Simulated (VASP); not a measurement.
# KBr (Pmc2_1) in VASP: a series of runs, part 2 of 2

VASP 6.6.1. Earlier steps stand in the parts before.

### Step 4. Single point, LDA (atoms displaced along a vibrational mode)

File INCAR:

```
  PREC = Accurate
  ENCUT = 520
  EDIFF = 1E-6
  ISMEAR = 0
  SIGMA = 0.05
  LREAL = False
  LASPH = True
  NELM = 80
  ALGO = Normal
  ISIF = 2
  LWAVE = False
  LCHARG = False
  GGA = CA
  NBANDS = 24
```

File KPOINTS:

```
regular mesh
0
Gamma
  6 6 4
```

File POSCAR:

```
KBr
1.0
    3.8300121826      0.0000000000      0.0000000000
    0.0000000000      3.8300121826      0.0000000000
    0.0000000000      0.0000000000      7.6600243652
K Br
2 2
Direct
    0.0000000000      0.0000000000     -0.0369711618
    0.0000000000      0.0000000000      0.4630288382
    0.3545696532      0.5000000000      0.2680905784
    0.6454303468      0.5000000000      0.7680905784
```

Potentials or basis: VASP PAW LDA potentials, release 64 (K_sv, Br).

Command:

```bash
cat potpaw_LDA.64/K_sv/POTCAR potpaw_LDA.64/Br/POTCAR > POTCAR
mpirun -np 1 vasp_std > vasp.out
```

OUTCAR:

```text
PREC = Accurate
   ENCUT = 520
   EDIFF = 1E-6
   ISMEAR = 0
   LREAL = False
   LASPH = True
   NELM = 80
   ISIF = 2
   GGA = CA

 ion  position               nearest neighbor table
   1  0.000  0.000  0.963-   4 2.78   4 2.78
   2  0.000  0.000  0.463-   3 2.78   3 2.78
   3  0.355  0.500  0.268-   2 2.78   2 2.78
   4  0.645  0.500  0.768-   1 2.78   1 2.78

  LATTYP: Found a simple tetragonal cell.
 ALAT       =     3.8300121826
 C/A-ratio  =     2.0000000000

  Lattice vectors:

 A1 = (   3.8300121826,   0.0000000000,   0.0000000000)
 A2 = (   0.0000000000,   3.8300121826,   0.0000000000)
 A3 = (   0.0000000000,   0.0000000000,   7.6600243652)

Analysis of symmetry for initial positions (statically):
=====================================================================
 Subroutine PRICEL returns:
 Original cell was already a primitive cell.

 Routine SETGRP: Setting up the symmetry group for a
 simple tetragonal supercell.

 Subroutine GETGRP returns: Found  4 space group operations
 (whereof  2 operations were pure point group operations)
 out of a pool of 16 trial point group operations.

The static configuration has the point symmetry C_1h.
 The point group associated with its full space group is C_2v.

Analysis of symmetry for dynamics (positions and initial velocities):
=====================================================================
 Subroutine PRICEL returns:
 Original cell was already a primitive cell.

 Routine SETGRP: Setting up the symmetry group for a
 simple tetragonal supercell.

 Subroutine GETGRP returns: Found  4 space group operations
 (whereof  2 operations were pure point group operations)
 out of a pool of 16 trial point group operations.

The dynamic configuration has the point symmetry C_1h.
 The point group associated with its full space group is C_2v.

[... 112 lines left out ...]
   PSTRESS=    0.0 pullay stress
   NELECT =      32.0000    total number of electrons
   NUPDOWN=      -1.0000    fix difference up-down
   EMIN   =  10.00;   EMAX   =-10.00  energy-range for DOS
   EFERMI =   0.00;   METHOD = LEGACY
   ISMEAR =     0;   SIGMA  =   0.05  broadening in eV -4-tet -1-fermi 0-gaus
   EFERMI_NEDOS =   21; number of points for ismear=-14 and -15
   IALGO  =     38    algorithm
   IMIX   =      4    mixing-type and parameters
     AMIX     =   0.40;   BMIX     =  1.00
     AMIX_MAG =   1.60;   BMIX_MAG =  1.00
  volume/ion in A,a.u.               =      28.09       189.57
  Fermi-wavevector in a.u.,A,eV,Ry     =   1.077080  2.035386 15.784140  1.160102
  Thomas-Fermi vector in A             =   2.212982
   LORBIT       =      0    0 simple, 1 ext, 2 COOP (PROOUT), +10 PAW based schemes
   GGA     = CA    functional components
   LHFCALC =     F    Hartree Fock is set to
   AEXX    =    0.0000 exact exchange contribution
   IVDW    =     0    specifies the selected vdW correction
   LEPSILON=     F    determine dielectric tensor
   LRPA    =     F    only Hartree local field effects (RPA)
 non-spin polarized calculation
 Gauss-broadening in eV      SIGMA  =   0.05
  energy-cutoff  :      520.00
  volume of cell :      112.36
 maximum number of plane-waves:      3056
   NGX = 15   NGY = 15   NGZ = 29

 number of electron      32.0000007 magnetization

 Free energy of the ion-electron system (eV)
  ---------------------------------------------------
  ext. energy  EPLUGINS =         0.00000000
  ---------------------------------------------------
  free energy    TOTEN  =       -12.77398855 eV

  energy without entropy =      -12.77398855  energy(sigma->0) =      -12.77398855

 E-fermi :   0.0677     XC(G=0):  -8.9263

 val. band max:       -0.1466898818   @ k =   0.0000   0.5000   0.2500
 cond. band min:       3.9321267075   @ k =   0.0000   0.0000   0.0000
 fundamental gap:      4.0788165892
 Fermi energy:         0.0677123049

 k-point     1 :       0.0000    0.0000    0.0000
  band No.  band energies     occupation
      1     -27.9739      2.00000
      2     -27.9483      2.00000
      3     -13.6720      2.00000
      4     -13.3969      2.00000
      5     -11.6918      2.00000
      6     -11.6747      2.00000
[... 637 lines left out ...]
     23       8.4240      0.00000
     24       8.7175      0.00000

 [... further k-points ...]
[... 5 lines left out ...]
  --------------------------------------------------------------------------------------
  -------------------------------------------------------------------------------------
  Total        2.4892182      4.9054663      2.6565357      0.0000000      0.0000000      0.0000000
  in kB       35.4930316     69.9456033     37.8787627      0.0000000      0.0000000      0.0000000
  external PRESSURE =      47.7724659 kB  Pullay stress =       0.0000000 kB

 VOLUME and BASIS-vectors are now :
 -----------------------------------------------------------------------------
  energy-cutoff  :      520.00
  volume of cell :      112.36
      direct lattice vectors                 reciprocal lattice vectors
     3.830012183  0.000000000  0.000000000     0.261095775  0.000000000  0.000000000
     0.000000000  3.830012183  0.000000000     0.000000000  0.261095775  0.000000000
     0.000000000  0.000000000  7.660024365     0.000000000  0.000000000  0.130547888

 POSITION                                       TOTAL-FORCE (eV/Angst)
 -----------------------------------------------------------------------------------
      0.00000      0.00000      7.37682         0.985540      0.000000      1.057451
      0.00000      0.00000      3.54681        -0.985540      0.000000      1.057451
      1.35801      1.91501      2.05358         1.064269      0.000000     -1.057451
      2.47201      1.91501      5.88359        -1.064269      0.000000     -1.057451
 -----------------------------------------------------------------------------------
    total drift:                               -0.000000      0.000000     -0.000946

  FREE ENERGIE OF THE ION-ELECTRON SYSTEM (eV)
  ---------------------------------------------------
  free  energy   TOTEN  =       -12.7739885459 eV

  energy  without entropy=      -12.7739885459  energy(sigma->0) =      -12.77398855
```

Wall time 36 s (1 thread of Intel Xeon 6975P-C (Granite Rapids), shared host); peak memory 0.24 GiB.

Results:

| Item | Value |
| --- | --- |
| Free energy | -12.7740 eV |
| Pressure | 4.8 GPa |
| Largest force | 1.500 eV/Å |
| Band gap on the k mesh | 4.08 eV (least direct gap 4.23 eV) |

Forces on the atoms (eV/Å):
```
K    0.986  0.000  1.057
K   -0.986  0.000  1.057
Br   1.064  0.000 -1.057
Br  -1.064  0.000 -1.057
```

Caveat: the cell differs from its parent crystal (atoms displaced along a vibrational mode); the cell stands under pressure; forces of over 1 eV/Å act on the atoms, so gaps and moduli don't describe the material at rest. A k mesh can miss the band edges.

### Step 5. Single point, LDA (atoms displaced along a vibrational mode)

File INCAR:

```
PREC     = Accurate       # precision mode
ENCUT    = 520            # plane-wave cutoff, eV
EDIFF    = 1E-7           # SCF threshold, eV
ISMEAR   = 0              # smearing method
SIGMA    = 0.05           # smearing width, eV
LREAL    = False          # projectors in reciprocal space
LASPH    = True           # aspherical terms in the spheres
NELM     = 60             # most SCF steps
ALGO     = Normal         # electronic algorithm
ISIF     = 2              # what is computed and relaxed
LWAVE    = False          # write WAVECAR
LCHARG   = False          # write CHGCAR
GGA      = CA             # functional
NBANDS   = 24             # bands
```

File KPOINTS:

```
Automatic mesh
0
Gamma
  6 6 4
```

File POSCAR:

```
KBr
1.0
    3.8300121826      0.0000000000      0.0000000000
    0.0000000000      3.8300121826      0.0000000000
    0.0000000000      0.0000000000      7.6600243652
K Br
2 2
Direct
    0.0000000000      0.0000000000     -0.0277283713
    0.0000000000      0.0000000000      0.4722716287
    0.4418278613      0.5000000000      0.2635679338
    0.5581721387      0.5000000000      0.7635679338
```

Command:

```bash
cat potpaw_LDA.64/K_sv/POTCAR potpaw_LDA.64/Br/POTCAR > POTCAR
mpirun -np 1 vasp_std > vasp.out
```

Run time: 39 s. Hardware: 1 thread of Intel Xeon 6975P-C (Granite Rapids), shared host; peak memory 0.24 GiB.

It converged, with:

* Free energy: -13.3685 eV
* Pressure: 1.4 GPa
* Largest force: 0.539 eV/Å
* Band gap on the k mesh: 4.10 eV (least direct gap 4.34 eV)

Forces on the atoms (eV/Å):
```
K    0.288  0.000  0.427
K   -0.288  0.000  0.427
Br   0.329  0.000 -0.427
Br  -0.329  0.000 -0.427
```

Stress tensor (GPa, compression positive):
```
1.39 0.00 0.00
0.00 1.74 0.00
0.00 0.00 0.97
```

Levels at points of the mesh, in eV from the valence-band top:
| k point | band 12 | band 13 | band 14 | band 15 | band 16 | band 17 | band 18 | band 19 | band 20 | band 21 |
| --- | --- | --- | --- | --- | --- | --- | --- | --- | --- | --- |
| (0.00, 0.00, 0.00) | -0.37 | -0.31 | -0.28 | -0.27 | -0.24 | 4.10 | 5.41 | 5.72 | 6.71 | 6.91 |
| (0.50, 0.00, 0.00) | -1.71 | -1.63 | -0.35 | -0.32 | -0.01 | 5.11 | 6.42 | 6.77 | 6.84 | 8.00 |
| (0.00, 0.50, 0.00) | -1.68 | -1.64 | -0.29 | -0.29 | 0.00 | 5.01 | 6.42 | 6.75 | 6.77 | 7.60 |
| (0.50, 0.50, 0.00) | -1.85 | -1.82 | -1.65 | -1.65 | 0.00 | 5.04 | 6.64 | 7.39 | 7.47 | 7.52 |
| (0.00, 0.00, 0.50) | -1.58 | -0.29 | -0.29 | -0.27 | -0.27 | 5.42 | 5.42 | 5.90 | 5.90 | 7.14 |
| (0.50, 0.00, 0.50) | -2.13 | -1.01 | -1.01 | -0.18 | -0.18 | 5.96 | 5.96 | 6.79 | 6.79 | 8.63 |
| (0.00, 0.50, 0.50) | -2.10 | -1.07 | -1.07 | -0.12 | -0.12 | 6.00 | 6.00 | 6.77 | 6.77 | 8.45 |
| (0.50, 0.50, 0.50) | -1.76 | -1.75 | -1.75 | -1.02 | -1.02 | 6.05 | 6.05 | 7.41 | 7.41 | 7.65 |

Caveat: the cell differs from its parent crystal (atoms displaced along a vibrational mode). A k mesh can miss the band edges.

### Step 6. Summary

| cell | gap on the mesh (eV) | pressure (GPa) | largest force (eV/Å) |
| --- | --- | --- | --- |
| as given, atomic positions A | 4.12 | 2.9 | 0.89 |
| as given, atomic positions B | 4.13 | 2.7 | 0.93 |
| as given, atomic positions C | 4.08 | 4.8 | 1.50 |
| as given, atomic positions D | 4.10 | 1.4 | 0.54 |

Alike in all rows: task single point; level LDA; potentials or basis VASP PAW LDA potentials, release 64 (K_sv, Br); no spin polarisation; k mesh 6 × 6 × 4; cutoff (eV) 520; smearing gaussian 0.05 eV.

Caveats: the cell stands under pressure (at least some runs); forces of over 1 eV/Å act on the atoms, so gaps and moduli don't describe the material at rest (at least some runs).

Total energies depend on the potentials used, so only differences within one code and one set of settings carry meaning.
